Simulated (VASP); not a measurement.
Write the native input for VASP 6.6.1 that does the following.

```yaml
Task: single point
Functional: LDA
Potentials_or_basis: VASP PAW LDA potentials, release 64 (C)
Cutoff: 520 eV
k_mesh: 18 × 18 × 6
Occupations: methfessel-paxton, width 0.5 eV
Spin: no spin polarisation
Dipole_correction: no
Further_INCAR_settings: ALGO = Normal; EDIFF = 1e-07; NBANDS = 16
```

The structure of C lies in POSCAR:

```
C
1.0
    1.2280479700     -2.1270618200      0.0000000000
    1.2280479700      2.1270618200      0.0000000000
    0.0000000000      0.0000000000      7.1732677600
C
4
Direct
    0.0833794600      0.9166205400      0.7531376000
    0.5833794600      0.4166205400      0.2468624000
    0.9166205400      0.0833794600      0.2468624000
    0.4166205400      0.5833794600      0.7531376000
```

One way to write it, as run:

INCAR

```
SYSTEM = C
PREC = Accurate ; ENCUT = 520
EDIFF = 1E-7 ; ISMEAR = 1
SIGMA = 0.5 ; LREAL = .False.
LASPH = .True. ; NELM = 100
ALGO = Normal ; ISIF = 2
LWAVE = .False. ; LCHARG = .False.
NBANDS = 16
```

KPOINTS

```
regular mesh
0
Gamma
  18 18 6
  0 0 0
```

Potentials or basis: VASP PAW LDA potentials, release 64 (C).

Command:

```sh
$ cat potpaw_LDA.64/C/POTCAR > POTCAR
$ mpirun -np 1 vasp_std > vasp.out
```

It gave:

```json
{
 "Pressure": "-3.2 GPa",
 "Largest force": "0.024 eV/Å"
}
```

Run time: 4.4 min on 1 thread of Intel Xeon 8259CL, with other jobs on the host, peak memory 0.25 GiB.
